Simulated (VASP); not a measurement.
# Ge (I4_1/amd) in VASP: notebook, part 2 of 2

VASP 6.6.1. Earlier steps stand in the parts before.

### Step 4. Single point, PBEsol (strain +0.015 along x and y, +0.000 along z)

Contents of INCAR:

```
ALGO = Normal ; EDIFF = 1E-6
ENCUT = 520 ; GGA = PS
ISIF = 2 ; ISMEAR = 0
LASPH = T ; LCHARG = T
LELF = T ; LREAL = F
LVHAR = T ; LWAVE = F
NBANDS = 21 ; NELM = 100
PREC = Accurate ; SIGMA = 0.15
```

Contents of KPOINTS:

```
k-points
0
Gamma
  20 20 20
```

Contents of POSCAR:

```
Ge
1.0
   -2.6131070648      2.6131070648      1.3974126432
    2.6131070648     -2.6131070648      1.3974126432
    2.6131070648      2.6131070648     -1.3974126432
Ge
2
Direct
    0.2500000000      0.7500000000      0.5000000000
    0.5000000000      0.5000000000      0.0000000000
```

Potentials or basis: VASP PAW PBE potentials, release 64 (Ge_d).

Launch:

```console
$ cat potpaw_PBE.64/Ge_d/POTCAR > POTCAR
$ mpirun -np 1 vasp_std > vasp.out
```

OUTCAR:

```text
EDIFF = 1E-6
   ENCUT = 520
   GGA = PS
   ISIF = 2
   ISMEAR = 0
   LASPH = T
   LREAL = F
   NELM = 100
   PREC = Accurate

 ion  position               nearest neighbor table
   1  0.250  0.750  0.500-   2 2.70   2 2.70   2 2.70   2 2.70
   2  0.500  0.500  0.000-   1 2.70   1 2.70   1 2.70   1 2.70

  LATTYP: Found a body centered tetragonal cell.
 ALAT       =     5.2262141296
 C/A-ratio  =     0.5347705274

  Lattice vectors:

 A1 = (  -2.6131070648,   2.6131070648,   1.3974126432)
 A2 = (   2.6131070648,  -2.6131070648,   1.3974126432)
 A3 = (   2.6131070648,   2.6131070648,  -1.3974126432)

Analysis of symmetry for initial positions (statically):
=====================================================================
 Subroutine PRICEL returns:
 Original cell was already a primitive cell.

 Routine SETGRP: Setting up the symmetry group for a
 body centered tetragonal supercell.

 Subroutine GETGRP returns: Found 16 space group operations
 (whereof  8 operations were pure point group operations)
 out of a pool of 16 trial point group operations.

The static configuration has the point symmetry D_2d.
 The point group associated with its full space group is D_4h.

Analysis of symmetry for dynamics (positions and initial velocities):
=====================================================================
 Subroutine PRICEL returns:
 Original cell was already a primitive cell.

 Routine SETGRP: Setting up the symmetry group for a
 body centered tetragonal supercell.

 Subroutine GETGRP returns: Found 16 space group operations
 (whereof  8 operations were pure point group operations)
 out of a pool of 16 trial point group operations.

The dynamic configuration has the point symmetry D_2d.
 The point group associated with its full space group is D_4h.

 Subroutine INISYM returns: Found 16 space group operations
 (whereof  8 operations are pure point group operations),
 and found     1 'primitive' translations

----------------------------------------------------------------------------------------

                                     Primitive cell

  volume of cell :      38.1680

  direct lattice vectors                    reciprocal lattice vectors
    -2.613107065  2.613107065  1.397412643     0.000000000  0.191343098  0.357804119
     2.613107065 -2.613107065  1.397412643     0.191343098  0.000000000  0.357804119
     2.613107065  2.613107065 -1.397412643     0.191343098  0.191343098  0.000000000

  length of vectors
     3.950875746  3.950875746  3.950875746     0.405753581  0.405753581  0.270600004

  position of ions in fractional coordinates (direct lattice)
     0.250000000  0.750000000  0.500000000
     0.500000000  0.500000000  0.000000000

  ion indices of the primitive-cell ions
   primitive index   ion index
                 1           1
                 2           2

----------------------------------------------------------------------------------------

 KPOINTS: k-points

Automatic generation of k-mesh.
 Grid dimensions read from file:
 generate k-points for:   20   20   20

 Generating k-lattice:

  Cartesian coordinates                     Fractional coordinates (reciprocal lattice)
     0.000000000  0.009567155  0.017890206     0.050000000 -0.000000000  0.000000000
     0.009567155  0.000000000  0.017890206    -0.000000000  0.050000000  0.000000000
     0.009567155  0.009567155  0.000000000     0.000000000  0.000000000  0.050000000

  Length of vectors
     0.020287679  0.020287679  0.013530000

  Shift w.r.t. Gamma in fractional coordinates (k-lattice)
     0.000000000  0.000000000  0.000000000

 Subroutine IBZKPT returns following result:
 ===========================================

 Found    641 irreducible k-points:

 Following reciprocal coordinates:
            Coordinates               Weight
  0.000000  0.000000  0.000000      1.000000
  0.050000 -0.000000  0.000000      8.000000
  0.100000 -0.000000  0.000000      8.000000
  0.150000 -0.000000  0.000000      8.000000
  0.200000 -0.000000  0.000000      8.000000
  0.250000  0.000000  0.000000      8.000000
[... 16 lines left out ...]
 -0.400000  0.050000  0.000000     16.000000
 -0.350000  0.050000 -0.000000     16.000000
 [... further k-points ...]
   k-points           NKPTS =    641   k-points in BZ     NKDIM =    641   number of bands    NBANDS=     21
   number of dos      NEDOS =    301   number of ions     NIONS =      2
   total plane-waves  NPLWV =  27000
   dimension x,y,z NGX =    30 NGY =   30 NGZ =   30
   dimension x,y,z NGXF=    60 NGYF=   60 NGZF=   60
   ions per type =               2
   NGX,Y,Z   is equivalent  to a cutoff of  12.62, 12.62, 12.62 a.u.
   NGXF,Y,Z  is equivalent  to a cutoff of  25.25, 25.25, 25.25 a.u.
 SYSTEM =  unknown system
   PREC   = accura    normal or accurate (medium, high low for compatibility)
   ISTART =      0    job   : 0-new  1-cont  2-samecut
   ICHARG =      2    charge: 1-file 2-atom 10-const
   ISPIN  =      1    spin polarized calculation?
   LNONCOLLINEAR =      F non collinear calculations
   LSORBIT =      F    spin-orbit coupling
   LASPH  =      T    aspherical Exc in radial PAW
   ENCUT  =  520.0 eV  38.22 Ry    6.18 a.u.   7.35  7.35  7.35*2*pi/ulx,y,z
   NELM   =    100;   NELMIN=  2; NELMDL= -5     # of ELM steps
   EDIFF  = 0.1E-05   stopping-criterion for ELM
   LREAL  =      F    real-space projection
   EDIFFG = 0.1E-04   stopping-criterion for IOM
   NSW    =      0    number of steps for IOM
   IBRION =     -1    ionic relax: 0-MD 1-quasi-New 2-CG
   NFREE  =      0    steps in history (QN), initial steepest desc. (CG)
   ISIF   =      2    stress and relaxation
   ISYM   =      2    0-nonsym 1-usesym 2-fastsym
   POTIM  = 0.5000    time-step for ionic-motion
   TEBEG  =    0.0;   TEEND  =   0.0 temperature during run
   PSTRESS=    0.0 pullay stress
   NELECT =      28.0000    total number of electrons
   NUPDOWN=      -1.0000    fix difference up-down
   EMIN   =  10.00;   EMAX   =-10.00  energy-range for DOS
   EFERMI =   0.00;   METHOD = LEGACY
   ISMEAR =     0;   SIGMA  =   0.15  broadening in eV -4-tet -1-fermi 0-gaus
   EFERMI_NEDOS =   21; number of points for ismear=-14 and -15
   IALGO  =     38    algorithm
   IMIX   =      4    mixing-type and parameters
     AMIX     =   0.40;   BMIX     =  1.00
     AMIX_MAG =   1.60;   BMIX_MAG =  1.00
  volume/ion in A,a.u.               =      19.08       128.79
  Fermi-wavevector in a.u.,A,eV,Ry     =   1.476481  2.790144 29.660642  2.179996
  Thomas-Fermi vector in A             =   2.591002
   LORBIT       =      0    0 simple, 1 ext, 2 COOP (PROOUT), +10 PAW based schemes
   GGA     = PS    functional components
   LHFCALC =     F    Hartree Fock is set to
   AEXX    =    0.0000 exact exchange contribution
   IVDW    =     0    specifies the selected vdW correction
   LEPSILON=     F    determine dielectric tensor
   LRPA    =     F    only Hartree local field effects (RPA)
 non-spin polarized calculation
 Gauss-broadening in eV      SIGMA  =   0.15
  energy-cutoff  :      520.00
  volume of cell :       38.17
 maximum number of plane-waves:      1049
 NGX is ok and might be reduce to    30
   NGX = 15   NGY = 15   NGZ = 15

 number of electron      28.0000019 magnetization

 Free energy of the ion-electron system (eV)
  ---------------------------------------------------
  ext. energy  EPLUGINS =         0.00000000
  ---------------------------------------------------
  free energy    TOTEN  =        -9.52469096 eV

  energy without entropy =       -9.51579684  energy(sigma->0) =       -9.52024390

 E-fermi :   6.3074     XC(G=0): -11.3192

 val. band max:        6.3013275913   @ k =   0.1500   0.1500   0.1000
 cond. band min:       6.3125561492   @ k =  -0.1000   0.1500   0.1000
 fundamental gap:      0.0112285579
 Fermi energy:         6.3074334681

 k-point     1 :       0.0000    0.0000    0.0000
  band No.  band energies     occupation
      1     -18.3096      2.00000
      2     -18.2791      2.00000
      3     -18.2491      2.00000
      4     -18.2400      2.00000
      5     -18.1414      2.00000
      6     -18.1414      2.00000
[... 13 lines left out ...]
     20      17.5786      0.00000
     21      18.5833      0.00000

 k-point     2 :       0.0500   -0.0000    0.0000
  band No.  band energies     occupation
      1     -18.3087      2.00000
      2     -18.2756      2.00000
      3     -18.2448      2.00000
      4     -18.2388      2.00000
      5     -18.1444      2.00000
      6     -18.1443      2.00000
[... 520 lines left out ...]
 k-point    24 :      -0.3500    0.0500   -0.0000
  band No.  band energies     occupation
      1     -18.2771      2.00000
      2     -18.2140      2.00000
      3     -18.2086      2.00000
      4     -18.2031      2.00000
      5     -18.1823      2.00000
      6     -18.1623      2.00000
[... 13 lines left out ...]
     20      15.0349      0.00000
     21      17.0655      0.00000

 [... further k-points ...]
[... 5 lines left out ...]
  --------------------------------------------------------------------------------------
  -------------------------------------------------------------------------------------
  Total       -0.8195833     -0.8195833     -0.4039420      0.0000000      0.0000000      0.0000000
  in kB      -34.4036588    -34.4036588    -16.9562795      0.0000000      0.0000000      0.0000000
  external PRESSURE =     -28.5878657 kB  Pullay stress =       0.0000000 kB

 VOLUME and BASIS-vectors are now :
 -----------------------------------------------------------------------------
  energy-cutoff  :      520.00
  volume of cell :       38.17
      direct lattice vectors                 reciprocal lattice vectors
    -2.613107065  2.613107065  1.397412643     0.000000000  0.191343098  0.357804119
     2.613107065 -2.613107065  1.397412643     0.191343098  0.000000000  0.357804119
     2.613107065  2.613107065 -1.397412643     0.191343098  0.191343098  0.000000000

 POSITION                                       TOTAL-FORCE (eV/Angst)
 -----------------------------------------------------------------------------------
      2.61311     -0.00000      0.69871        -0.000000      0.000000     -0.000000
      0.00000      0.00000      1.39741         0.000000     -0.000000      0.000000
 -----------------------------------------------------------------------------------
    total drift:                                0.000000     -0.000000      0.000000

  FREE ENERGIE OF THE ION-ELECTRON SYSTEM (eV)
  ---------------------------------------------------
  free  energy   TOTEN  =        -9.5246909600 eV

  energy  without entropy=       -9.5157968359  energy(sigma->0) =       -9.52024390
```

stdout:

```text
POSCAR found type information on POSCAR Ge
 POSCAR found :  1 types and       2 ions
 scaLAPACK will be used
 -----------------------------------------------------------------------------
|                                                                             |
|                                                                             |
|     You enforced a specific xc type in the INCAR file but a different       |
|     I HOPE YOU KNOW WHAT YOU ARE DOING!                                     |
|                                                                             |
 -----------------------------------------------------------------------------

 LDA part: xc-table for (Slater+PW92), standard interpolation
 POSCAR, INCAR and KPOINTS ok, starting setup
 FFT: planning ... GRIDC
 FFT: planning ... GRID_SOFT
 FFT: planning ... GRID
 WAVECAR not read
 entering main loop
```

Run time: 6.5 min. Hardware: 1 thread of Intel Xeon Platinum 8488C (Sapphire Rapids), shared host; peak memory 0.49 GiB.

What came out:

```yaml
Free_energy: -9.5247 eV
Pressure: -2.9 GPa
Band_gap_on_the_k_mesh: zero (bands 14 and 15 overlap by 4.91 eV)
```

Stress tensor (GPa, compression positive):
```
-3.44  0.00  0.00
 0.00 -3.44  0.00
 0.00  0.00 -1.70
```

Caveat: the cell differs from its parent crystal (strain +0.015 along x and y, +0.000 along z); the PAW data sets were made with another functional, which shifts forces and pressure a little.

### Step 5. Summary

```csv
cell,gap on the mesh (eV),pressure (GPa)
"a = 3.988 Å, angles 96.6, 96.6, 140.3°, 2 atoms",none,-2.5
"a = 3.915 Å, angles 97.8, 97.8, 136.9°, 2 atoms",none,-2.8
"a = 3.951 Å, angles 97.2, 97.2, 138.6°, 2 atoms",none,-2.9
```

Alike in all rows: task single point; level PBEsol; potentials or basis VASP PAW PBE potentials, release 64 (Ge_d); no spin polarisation; k mesh 20 × 20 × 20; cutoff (eV) 520; smearing gaussian 0.15 eV.

Caveats: the PAW data sets were made with another functional, which shifts forces and pressure a little.

Absolute energies hang on the potentials; compare differences alone.
